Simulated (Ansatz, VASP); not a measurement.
## Two plane-wave programs on Ge2Sb2Te5

```
Te Sb Ge
1.0
     4.26289    0.00000    0.00000
    -2.13144    3.69177    0.00000
     0.00000    0.00000   18.10630
Te Sb Ge
5 2 2
Direct
  0.00000 0.00000 0.00000
  0.66667 0.33333 0.20850
  0.33333 0.66667 0.40949
  0.66667 0.33333 0.59051
  0.33333 0.66667 0.79150
  0.33333 0.66667 0.11205
  0.66667 0.33333 0.88795
  0.00000 0.00000 0.33130
  0.00000 0.00000 0.66870
```

Alike in both runs: functional PBE; k mesh 10 × 10 × 2; occupations gaussian, width 0.03 eV; no spin polarisation.

Ansatz relaxed the structure, and its values are those at the end. VASP's run is a single point on that final structure, the one shown.

|  | VASP | Ansatz |
| --- | --- | --- |
| version | VASP 6.6.1 | Ansatz 0.2.0 |
| potentials or method | VASP PAW PBE potentials, release 64 (Te, Sb, Ge_d) | scalar-relativistic, plane waves, PAW |
| plane-wave cutoff (eV) | 520 | 420 |
| valence electrons in the cell | 68 | 138 |

```tsv
	VASP	Ansatz	Ansatz less VASP
gap on the k mesh at the Fermi level (eV)	0.10	0.11	+0.009
least direct gap on the mesh (eV)	0.17	0.18	+0.009
pressure (GPa)	0.0	0.0	0.00
rms of the force components (eV/Å)	0.009	0.001	-0.0084
```

The functional is the same, so the differences come from potentials, cutoffs and numerics. VASP's potentials hold 68 valence electrons a cell and Ansatz's 138, so a difference there can come from the potentials and not from the codes.

Neither program's run includes spin-orbit coupling.
